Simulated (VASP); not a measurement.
Wanted: the native input for a VASP 6.6.1 run.

| Quantity | Value |
| --- | --- |
| Task | single point |
| Functional | LDA |
| Potentials or basis | VASP PAW LDA potentials, release 64 (Zr_sv, S) |
| Cutoff | 500 eV |
| k mesh | 5 × 5 × 3 |
| Occupations | fermi-dirac, width 0.05 eV |
| Spin | no spin polarisation |
| Dipole correction | no |
| Further INCAR settings | ALGO = Normal; EDIFF = 1e-06; NBANDS = 19 |

The structure of ZrS2 lies in POSCAR:

```
ZrS2
1.0
    3.4910880806      0.0000000000      0.0000000000
   -1.7455440403      3.0233709646      0.0000000000
    0.0000000000      0.0000000000      5.2668182195
Zr S
1 2
Direct
    0.0000000000      0.0000000000      0.0000000000
    0.6666666667      0.3333333333      0.7200943115
    0.3333333333      0.6666666667      0.2799056885
```

The input as run:

INCAR

```
PREC = Accurate
ENCUT = 500
EDIFF = 1E-6
ISMEAR = -1
SIGMA = 0.05
LREAL = False
LASPH = True
NELM = 120
ALGO = Normal
ISIF = 2
LWAVE = False
LCHARG = True
GGA = CA
LELF = True
LVHAR = True
NBANDS = 19
GGA_COMPAT = False
```

KPOINTS

```
regular mesh
0
Gamma
  5 5 3
```

Potentials or basis: VASP PAW LDA potentials, release 64 (Zr_sv, S).

Launch:

```console
$ cat potpaw_LDA.64/Zr_sv/POTCAR potpaw_LDA.64/S/POTCAR > POTCAR
$ mpirun -np 1 vasp_std > vasp.out
```

Results of the run:

| Property | Result |
| --- | --- |
| Pressure | 8.1 GPa |
| Largest force | 0.015 eV/Å |
| Band gap on the k mesh | zero (band 12 reaches 7.64 eV, above the bottom of band 13 at 7.50 eV) |

Caveat: the k points lie up to 0.42 Å⁻¹ apart.

Run time: 12 s on 1 thread of Intel(R) Xeon(R) 6975P-C (Granite Rapids), on a shared host, peak memory 0.15 GiB.
